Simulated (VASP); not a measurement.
# Sb (R-3m) in VASP: further runs, part 2 of 3

VASP 6.6.1.

## Step 3: Single point, PBE+D3(BJ)

This run uses another cell than the first one, of the same volume but with other edges.

Input file INCAR:

```
  ALGO = Normal
  EDIFF = 1E-6
  ENCUT = 520
  GGA = PE
  ISIF = 2
  ISMEAR = 0
  IVDW = 12
  LASPH = True
  LCHARG = False
  LREAL = False
  LWAVE = False
  NBANDS = 12
  NELM = 100
  PREC = Accurate
  SIGMA = 0.15
```

Input file KPOINTS:

```
k-points
0
Gamma
  15 15 15
```

Input file POSCAR:

```
Sb
1.0
    2.0237923961      1.1684370847      4.2278866706
   -2.0237923961      1.1684370847      4.2278866706
    0.0000000000     -2.3368741693      4.2278866706
Sb
2
Direct
    0.2336400000      0.2336400000      0.2336400000
    0.7663600000      0.7663600000      0.7663600000
```

Potentials or basis: VASP PAW PBE potentials, release 64 (Sb).

The run is started by

```bash
> cat potpaw_PBE.64/Sb/POTCAR > POTCAR
> mpirun -np 1 vasp_std > vasp.out
```

OUTCAR:

```text
EDIFF = 1E-6
   ENCUT = 520
   GGA = PE
   ISIF = 2
   ISMEAR = 0
   IVDW = 12
   LASPH = True
   LREAL = False
   NELM = 100
   PREC = Accurate
 IVDW          = 12

 ion  position               nearest neighbor table
   1  0.234  0.234  0.234-   2 2.89   2 2.89   2 2.89   2 3.44   2 3.44   2 3.44
   2  0.766  0.766  0.766-   1 2.89   1 2.89   1 2.89   1 3.44   1 3.44   1 3.44

  LATTYP: Found a trigonal (rhomboedric) cell.
 ALAT       =     4.8307356151
 COS(alpha) =     0.6489771591

  Lattice vectors:

 A1 = (   2.0237923961,   1.1684370847,   4.2278866706)
 A2 = (  -2.0237923961,   1.1684370847,   4.2278866706)
 A3 = (   0.0000000000,  -2.3368741693,   4.2278866706)

Analysis of symmetry for initial positions (statically):
=====================================================================
 Subroutine PRICEL returns:
 Original cell was already a primitive cell.

 Routine SETGRP: Setting up the symmetry group for a
 trigonal (rhombohedral) supercell.

 Subroutine GETGRP returns: Found 12 space group operations
 (whereof 12 operations were pure point group operations)
 out of a pool of 12 trial point group operations.

The static configuration has the point symmetry D_3d.

Analysis of symmetry for dynamics (positions and initial velocities):
=====================================================================
 Subroutine PRICEL returns:
 Original cell was already a primitive cell.

 Routine SETGRP: Setting up the symmetry group for a
 trigonal (rhombohedral) supercell.

 Subroutine GETGRP returns: Found 12 space group operations
 (whereof 12 operations were pure point group operations)
 out of a pool of 12 trial point group operations.

The dynamic configuration has the point symmetry D_3d.

 Subroutine INISYM returns: Found 12 space group operations
 (whereof 12 operations are pure point group operations),
 and found     1 'primitive' translations

----------------------------------------------------------------------------------------

                                     Primitive cell

  volume of cell :      59.9854

  direct lattice vectors                    reciprocal lattice vectors
     2.023792396  1.168437085  4.227886671     0.247060914  0.142640685  0.078841596
    -2.023792396  1.168437085  4.227886671    -0.247060914  0.142640685  0.078841596
     0.000000000 -2.336874169  4.227886671     0.000000000 -0.285281371  0.078841596

  length of vectors
     4.830735615  4.830735615  4.830735615     0.295975435  0.295975435  0.295975435

  position of ions in fractional coordinates (direct lattice)
     0.233640000  0.233640000  0.233640000
     0.766360000  0.766360000  0.766360000

  ion indices of the primitive-cell ions
   primitive index   ion index
                 1           1
                 2           2

----------------------------------------------------------------------------------------

 KPOINTS: k-points

Automatic generation of k-mesh.
 Grid dimensions read from file:
 generate k-points for:   15   15   15

 Generating k-lattice:

  Cartesian coordinates                     Fractional coordinates (reciprocal lattice)
     0.016470728  0.009509379  0.005256106     0.066666667  0.000000000  0.000000000
    -0.016470728  0.009509379  0.005256106     0.000000000  0.066666667  0.000000000
     0.000000000 -0.019018758  0.005256106     0.000000000  0.000000000  0.066666667
[... 40 lines left out ...]
   number of dos      NEDOS =    301   number of ions     NIONS =      2
   total plane-waves  NPLWV =  46656
   dimension x,y,z NGX =    36 NGY =   36 NGZ =   36
   dimension x,y,z NGXF=    72 NGYF=   72 NGZF=   72
   ions per type =               2
   NGX,Y,Z   is equivalent  to a cutoff of  12.39, 12.39, 12.39 a.u.
   NGXF,Y,Z  is equivalent  to a cutoff of  24.78, 24.78, 24.78 a.u.
 SYSTEM =  unknown system
   PREC   = accura    normal or accurate (medium, high low for compatibility)
   ISTART =      0    job   : 0-new  1-cont  2-samecut
   ICHARG =      2    charge: 1-file 2-atom 10-const
   ISPIN  =      1    spin polarized calculation?
   LNONCOLLINEAR =      F non collinear calculations
   LSORBIT =      F    spin-orbit coupling
   LASPH  =      T    aspherical Exc in radial PAW
   ENCUT  =  520.0 eV  38.22 Ry    6.18 a.u.   8.98  8.98  8.98*2*pi/ulx,y,z
   NELM   =    100;   NELMIN=  2; NELMDL= -5     # of ELM steps
   EDIFF  = 0.1E-05   stopping-criterion for ELM
   LREAL  =      F    real-space projection
   EDIFFG = 0.1E-04   stopping-criterion for IOM
   NSW    =      0    number of steps for IOM
   IBRION =     -1    ionic relax: 0-MD 1-quasi-New 2-CG
   NFREE  =      0    steps in history (QN), initial steepest desc. (CG)
   ISIF   =      2    stress and relaxation
   ISYM   =      2    0-nonsym 1-usesym 2-fastsym
   POTIM  = 0.5000    time-step for ionic-motion
   TEBEG  =    0.0;   TEEND  =   0.0 temperature during run
   PSTRESS=    0.0 pullay stress
   NELECT =      10.0000    total number of electrons
   NUPDOWN=      -1.0000    fix difference up-down
   EMIN   =  10.00;   EMAX   =-10.00  energy-range for DOS
   EFERMI =   0.00;   METHOD = LEGACY
   ISMEAR =     0;   SIGMA  =   0.15  broadening in eV -4-tet -1-fermi 0-gaus
   EFERMI_NEDOS =   21; number of points for ismear=-14 and -15
   IALGO  =     38    algorithm
   IMIX   =      4    mixing-type and parameters
     AMIX     =   0.40;   BMIX     =  1.00
     AMIX_MAG =   1.60;   BMIX_MAG =  1.00
  volume/ion in A,a.u.               =      29.99       202.40
  Fermi-wavevector in a.u.,A,eV,Ry     =   0.901003  1.702649 11.045295  0.811806
  Thomas-Fermi vector in A             =   2.024030
   LORBIT       =      0    0 simple, 1 ext, 2 COOP (PROOUT), +10 PAW based schemes
   GGA     = PE    functional components
   LHFCALC =     F    Hartree Fock is set to
   AEXX    =    0.0000 exact exchange contribution
   IVDW    =    12    specifies the selected vdW correction
   LEPSILON=     F    determine dielectric tensor
   LRPA    =     F    only Hartree local field effects (RPA)
 non-spin polarized calculation
 Gauss-broadening in eV      SIGMA  =   0.15
  energy-cutoff  :      520.00
  volume of cell :       59.99
 maximum number of plane-waves:      1643
   NGX = 17   NGY = 17   NGZ = 17

 number of electron      10.0000000 magnetization

 Free energy of the ion-electron system (eV)
  ---------------------------------------------------
  ext. energy  EPLUGINS =         0.00000000
  ---------------------------------------------------
  free energy    TOTEN  =        -8.12793252 eV

  energy without entropy =       -8.12126268  energy(sigma->0) =       -8.12459760

 E-fermi :   7.2329     XC(G=0):  -9.5673

 val. band max:        7.2220001666   @ k =   0.2667   0.2667   0.2000
 cond. band min:       7.2592459769   @ k =   0.4000   0.1333   0.1333
 fundamental gap:      0.0372458103
 Fermi energy:         7.2329298601

 k-point     1 :       0.0000    0.0000    0.0000
  band No.  band energies     occupation
      1      -5.4383      2.00000
      2       1.9630      2.00000
      3       4.0736      2.00000
      4       6.4321      2.00000
      5       6.4321      2.00000
      6       9.7700      0.00000
      7      10.1523      0.00000
      8      10.1523      0.00000
      9      12.9222      0.00000
     10      13.3115      0.00000
     11      13.3115      0.00000
     12      14.3573      0.00000
[... 331 lines left out ...]
 k-point    24 :       0.2000    0.1333   -0.0000
  band No.  band energies     occupation
      1      -5.0040      2.00000
      2       1.0037      2.00000
      3       4.2586      2.00000
      4       5.6904      2.00000
      5       6.2985      2.00000
      6       8.2132      0.00000
      7      10.2626      0.00000
      8      10.3825      0.00000
      9      11.9728      0.00000
     10      13.2365      0.00000
     11      14.3851      0.00000
     12      15.3250      0.00000

 [... further k-points ...]

------------------------ aborting loop because EDIFF is reached ----------------------------------------

 Edisp (eV)   -0.94873

 E8    (eV) :    -0.4417

  FORCE on cell =-STRESS in cart. coord.  units (eV):
  Direction    XX          YY          ZZ          XY          YZ          ZX
  --------------------------------------------------------------------------------------
  -------------------------------------------------------------------------------------
  Total       0.92272     0.92272    -0.72504     0.00000    -0.00000     0.00000
  in kB      24.64523    24.64523   -19.36531     0.00000    -0.00000     0.00000
  external pressure =        9.98 kB  Pullay stress =        0.00 kB

 VOLUME and BASIS-vectors are now :
 -----------------------------------------------------------------------------
  energy-cutoff  :      520.00
  volume of cell :       59.99
      direct lattice vectors                 reciprocal lattice vectors
     2.023792396  1.168437085  4.227886671     0.247060914  0.142640685  0.078841596
    -2.023792396  1.168437085  4.227886671    -0.247060914  0.142640685  0.078841596
     0.000000000 -2.336874169  4.227886671     0.000000000 -0.285281371  0.078841596

 POSITION                                       TOTAL-FORCE (eV/Angst)
 -----------------------------------------------------------------------------------
      0.00000      0.00000      2.96341         0.000000      0.000000      0.034623
      0.00000      0.00000      9.72025         0.000000     -0.000000     -0.034623
 -----------------------------------------------------------------------------------
    total drift:                                0.000000     -0.000000      0.000000

  FREE ENERGIE OF THE ION-ELECTRON SYSTEM (eV)
  ---------------------------------------------------
  free  energy   TOTEN  =        -9.0766618639 eV

  energy  without entropy=       -9.0699920228  energy(sigma->0) =       -9.07332694
```

OSZICAR:

```text
N       E                     dE             d eps       ncg     rms          rms(c)
DAV:   1     0.351931727163E+02    0.35193E+02   -0.35669E+03  8256   0.655E+02
DAV:   2    -0.621439004400E+01   -0.41408E+02   -0.40036E+02 10836   0.108E+02
DAV:   3    -0.811826344069E+01   -0.19039E+01   -0.18851E+01 10304   0.255E+01
DAV:   4    -0.813407841246E+01   -0.15815E-01   -0.15812E-01  9620   0.282E+00
DAV:   5    -0.813427107463E+01   -0.19266E-03   -0.19266E-03 10172   0.339E-01    0.304E+00
DAV:   6    -0.812983070416E+01    0.44404E-02   -0.41708E-03  9656   0.384E-01    0.183E+00
DAV:   7    -0.812776809247E+01    0.20626E-02   -0.99129E-03  9692   0.594E-01    0.667E-02
DAV:   8    -0.812791984115E+01   -0.15175E-03   -0.95390E-04  9400   0.184E-01    0.154E-02
DAV:   9    -0.812792933251E+01   -0.94914E-05   -0.37152E-05 10316   0.408E-02    0.111E-02
DAV:  10    -0.812793185608E+01   -0.25236E-05   -0.11980E-05  9564   0.191E-02    0.332E-03
DAV:  11    -0.812793252329E+01   -0.66721E-06   -0.58403E-07  6148   0.472E-03
   1 F= -.90766619E+01 E0= -.90733269E+01  d E =-.666984E-02
```

stdout:

```text
POSCAR found type information on POSCAR Sb
 POSCAR found :  1 types and       2 ions
 scaLAPACK will be used
 LDA part: xc-table for (Slater+PW92), standard interpolation
 POSCAR, INCAR and KPOINTS ok, starting setup
 FFT: planning ... GRIDC
 FFT: planning ... GRID_SOFT
 FFT: planning ... GRID
 WAVECAR not read
 entering main loop
```

Run time: 3.7 min. Hardware: 1 thread of Intel Xeon 8259CL, shared host; peak memory 0.37 GiB.

Results:

| Item | Value |
| --- | --- |
| Free energy | -9.0767 eV |
| Pressure | 1.0 GPa |
| Largest force | 0.035 eV/Å |
| Band gap on the k mesh | zero (bands 5 and 6 overlap by 1.48 eV) |
| Dispersion energy per atom | -0.474 eV |

Forces on the atoms (eV/Å):
```
Sb   0.000  0.000  0.035
Sb   0.000  0.000 -0.035
```

Stress tensor (GPa, compression positive):
```
 2.46  0.00  0.00
 0.00  2.46  0.00
 0.00  0.00 -1.94
```

Caveat: spin-orbit coupling is left out, which moves the levels of the heavy elements.

## Step 4: Single point, PBE+D3(BJ)

This run uses another cell than the first one, of the same volume but with other edges.

Input file INCAR:

```
SYSTEM = Sb
ALGO = Normal
EDIFF = 1E-7
ENCUT = 520
GGA = PE
ISIF = 2
ISMEAR = 0
IVDW = 12
LASPH = .TRUE.
LCHARG = .FALSE.
LREAL = .FALSE.
LWAVE = .FALSE.
NBANDS = 12
NELM = 60
PREC = Accurate
SIGMA = 0.15
```

Input file KPOINTS:

```
k-points
0
G
  15 15 15
  0 0 0
```

Input file POSCAR:

```
Sb
1.0
    2.2112122554      1.2766439909      3.5415582692
   -2.2112122554      1.2766439909      3.5415582692
    0.0000000000     -2.5532879817      3.5415582692
Sb
2
Direct
    0.2336400000      0.2336400000      0.2336400000
    0.7663600000      0.7663600000      0.7663600000
```

Potentials or basis: VASP PAW PBE potentials, release 64 (Sb).

The run is started by

```bash
> cat potpaw_PBE.64/Sb/POTCAR > POTCAR
> mpirun -np 1 vasp_std > vasp.out
```

OUTCAR:

```text
SYSTEM = Sb
   EDIFF = 1E-7
   ENCUT = 520
   GGA = PE
   ISIF = 2
   ISMEAR = 0
   IVDW = 12
   LASPH = .TRUE.
   LREAL = .FALSE.
   NELM = 60
   PREC = Accurate
 IVDW          = 12

 ion  position               nearest neighbor table
   1  0.234  0.234  0.234-   2 2.92   2 2.92   2 2.92   2 3.32   2 3.32   2 3.32
   2  0.766  0.766  0.766-   1 2.92   1 2.92   1 2.92   1 3.32   1 3.32   1 3.32

  LATTYP: Found a trigonal (rhomboedric) cell.
 ALAT       =     4.3659952465
 COS(alpha) =     0.4869917562

  Lattice vectors:

[... 548 lines left out ...]

 Edisp (eV)   -0.95242

 E8    (eV) :    -0.4445

  FORCE on cell =-STRESS in cart. coord.  units (eV):
  Direction    XX          YY          ZZ          XY          YZ          ZX
  --------------------------------------------------------------------------------------
  -------------------------------------------------------------------------------------
  Total      -0.39906    -0.39906     0.59451     0.00000     0.00000     0.00000
  in kB     -10.65857   -10.65857    15.87891     0.00000     0.00000     0.00000
  external pressure =       -1.81 kB  Pullay stress =        0.00 kB

 VOLUME and BASIS-vectors are now :
 -----------------------------------------------------------------------------
  energy-cutoff  :      520.00
  volume of cell :       59.99
      direct lattice vectors                 reciprocal lattice vectors
     2.211212255  1.276643991  3.541558269     0.226120310  0.130550622  0.094120528
    -2.211212255  1.276643991  3.541558269    -0.226120310  0.130550622  0.094120528
     0.000000000 -2.553287982  3.541558269     0.000000000 -0.261101243  0.094120528

 POSITION                                       TOTAL-FORCE (eV/Angst)
 -----------------------------------------------------------------------------------
      0.00000      0.00000      2.48235         0.000000      0.000000      0.339649
      0.00000      0.00000      8.14233         0.000000     -0.000000     -0.339649
 -----------------------------------------------------------------------------------
    total drift:                                0.000000      0.000000     -0.000000

  FREE ENERGIE OF THE ION-ELECTRON SYSTEM (eV)
  ---------------------------------------------------
  free  energy   TOTEN  =        -9.1712311471 eV

  energy  without entropy=       -9.1677160456  energy(sigma->0) =       -9.16947360
```

stdout:

```text
POSCAR found type information on POSCAR Sb
 POSCAR found :  1 types and       2 ions
 scaLAPACK will be used
 LDA part: xc-table for (Slater+PW92), standard interpolation
 POSCAR, INCAR and KPOINTS ok, starting setup
 FFT: planning ... GRIDC
 FFT: planning ... GRID_SOFT
 FFT: planning ... GRID
 WAVECAR not read
 entering main loop
```

It took 2.6 min on 1 thread of Intel Xeon 8259CL, shared host; peak memory 0.34 GiB.

Results:

* Free energy: -9.1712 eV
* Pressure: -0.2 GPa
* Largest force: 0.340 eV/Å
* Band gap on the k mesh: zero (bands 5 and 6 overlap by 0.24 eV)
* Dispersion energy per atom: -0.476 eV

Forces in eV/Å, atoms in the order of the input:
```
Sb   0.000  0.000  0.340
Sb   0.000  0.000 -0.340
```

Levels at points of the mesh, in eV from the Fermi level:
| k point | band 1 | band 2 | band 3 | band 4 | band 5 | band 6 | band 7 | band 8 | band 9 | band 10 |
| --- | --- | --- | --- | --- | --- | --- | --- | --- | --- | --- |
| (0.00, 0.00, 0.00) | -12.49 | -4.49 | -1.86 | -1.86 | -1.22 | 2.40 | 3.04 | 3.04 | 5.00 | 5.00 |

Caveat: spin-orbit coupling is left out, which moves the levels of the heavy elements.

[end of part 2 of 3]
